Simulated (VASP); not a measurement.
Wanted: the native input for a VASP 6.6.1 run.

```
Task                   : single point
Functional             : PBE
Potentials or basis    : VASP PAW PBE potentials, release 64 (Ti_sv)
Cutoff                 : 520 eV
k mesh                 : 22 × 22 × 22
Occupations            : gaussian, width 0.15 eV
Spin                   : no spin polarisation
Dipole correction      : no
Further INCAR settings : ALGO = Fast; EDIFF = 1e-07; NBANDS = 12
```

The structure of Ti lies in POSCAR:

```
Ti
1.0
   -1.5368114707      1.5368114707      1.9230121933
    1.5368114707     -1.5368114707      1.9230121933
    1.5368114707      1.5368114707     -1.9230121933
Ti
1
Direct
    0.0000000000      0.0000000000      0.0000000000
```

This cell differs from its parent crystal: volume 18.167 Å^3 an atom, c/a of the conventional cell 1.2513.

These files were run (other wordings do the same):

INCAR

```
SYSTEM = Ti
PREC = Accurate
ENCUT = 520
EDIFF = 1E-7
ISMEAR = 0
SIGMA = 0.15
LREAL = .False.
LASPH = .True.
NELM = 80
ALGO = Fast
ISIF = 2
LWAVE = .False.
LCHARG = .False.
GGA = PE
NBANDS = 12
```

KPOINTS

```
Automatic mesh
0
Gamma
  22 22 22
  0 0 0
```

Potentials or basis: VASP PAW PBE potentials, release 64 (Ti_sv).

Launch:

```bash
$ cat potpaw_PBE.64/Ti_sv/POTCAR > POTCAR
$ mpirun -np 1 vasp_std > vasp.out
```

Results of the run:

- Pressure: -4.6 GPa
- Band gap on the k mesh: zero (band 6 reaches 8.51 eV, above the bottom of band 7 at 7.15 eV)

Wall time 3.2 min on 1 thread of Intel(R) Xeon(R) Platinum 8124M CPU @ 3.00GHz (Skylake/Cascade Lake), with other jobs on the host, peak memory 0.29 GiB.
